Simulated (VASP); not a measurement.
Runs of VASP 6.6.1 on InSb. The structure is that of space group F-43m (No. 216), or close to it. The cells are those of the table. 

```tsv
level	cell	k mesh	grid for exact exchange (PRECFOCK)	screening parameter	gap on the mesh (eV)	pressure (GPa)
PBEsol	a = 4.610 Å, angles 60.0°, 2 atoms	12 × 12 × 12	-	-	none	0.0
HSE06	a = 4.610 Å, angles 60.0°, 2 atoms	4 × 4 × 4	Normal	0.2079 1/Å	(a)	0.2
PBEsol	a = 4.610 Å, angles 60.0°, 2 atoms	4 × 4 × 4	-	-	none	0.5
PBEsol	a = 4.610, b = 6.520 Å, angles 135.0, 60.0, 90.0°, 2 atoms	8 × 6 × 15	-	-	none	0.0
```

Alike in all rows: task single point; potentials or basis VASP PAW PBE potentials, release 64 (In_d, Sb); no spin polarisation; cutoff (eV) 520; smearing gaussian 0.1 eV.

Problem. Fill in the values left out.

Solution. (a) 0.44.

Caveats: some runs use coarse meshes; the PAW data sets were made with another functional, which shifts forces and pressure a little; spin-orbit coupling is left out, which moves the levels of the heavy elements.

A k mesh can miss the band edges, and the runs leave out spin-orbit coupling on In, Sb.

A gap of «none» marks levels without a gap at the run's occupations.
